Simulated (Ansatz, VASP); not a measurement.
# Two plane-wave programs on ScSi2

INCAR

```
ALGO     = Normal         # electronic algorithm
EDIFF    = 1E-7           # SCF threshold, eV
EDIFFG   = -0.04          # ionic threshold
ENCUT    = 600            # plane-wave cutoff, eV
GGA      = PE             # functional
IBRION   = 2              # ionic algorithm
ISIF     = 3              # what is computed and relaxed
ISMEAR   = 0              # smearing method
LASPH    = True           # aspherical terms in the spheres
LCHARG   = False          # write CHGCAR
LREAL    = False          # projectors in reciprocal space
LWAVE    = False          # write WAVECAR
NELM     = 100            # most SCF steps
NSW      = 90             # ionic steps
PREC     = Accurate       # precision mode
SIGMA    = 0.1            # smearing width, eV
```

The input KPOINTS:

```
k-points
0
Gamma
  6 6 4
```

The input POSCAR:

```
ScSi2
1.0
    3.4171346600      0.0000000000      0.0000000000
   -1.7085673300      2.9593254200      0.0000000000
    0.0000000000      0.0000000000      6.4134317400
Sc Si
1 2
Direct
    0.0000000000      0.0000000000      0.0000000000
    0.3333333300      0.6666666700      0.3534775000
    0.6666666700      0.3333333300      0.6465225000
```

Input for Ansatz:

```yaml
crystal:
  lattice:
    - [3.41713466, 0.0, 0.0]
    - [-1.70856733, 2.95932542, 0.0]
    - [0.0, 0.0, 6.41343174]
  atoms:
    - { symbol: Sc, position: [0.0, 0.0, 0.0] }
    - { symbol: Si, position: [0.33333333, 0.66666667, 0.3534775] }
    - { symbol: Si, position: [0.66666667, 0.33333333, 0.6465225] }
basis:
  ecutwfc: 420
kpoints:
  mp_grid: { grid: [6, 6, 4] }
hamiltonian:
  xc: pbe
scf:
  occupations: { method: gaussian, width: 0.1 }
  lower_state_search: "off"
output:
  forces: true
  stress: true
  eigenvalues: true
relax:
  adjacent_minimum: "off"
  f_tol: 0.04
  max_steps: 70
  cell: { stress_tol: 0.4 }
```

Alike in both runs: task relaxation of cell and atoms; functional PBE; k mesh 6 × 6 × 4; occupations gaussian, width 0.1 eV; no spin polarisation.

|  | VASP | Ansatz |
| --- | --- | --- |
| version | VASP 6.6.1 | Ansatz 0.2.0 |
| potentials or method | VASP PAW PBE potentials, release 64 (Sc_sv, Si), cutoff 600 eV | scalar-relativistic, plane waves, PAW |
| valence electrons in the cell | 19 | 19 |

```tsv
	VASP	Ansatz	Ansatz less VASP
gap on the k mesh at the Fermi level, each at its own relaxed structure (eV)	none	none	-
relaxed volume (Å³/atom)	17.40	17.43	+0.024
relaxed cell length with the largest relative difference (Å)	6.310	6.315	+0.0044
```

A gap of «none» marks a metal or a gap that the smearing closes.

Noted on VASP's run: the volume moved by over 15 % at a fixed basis, so the end points are rough.
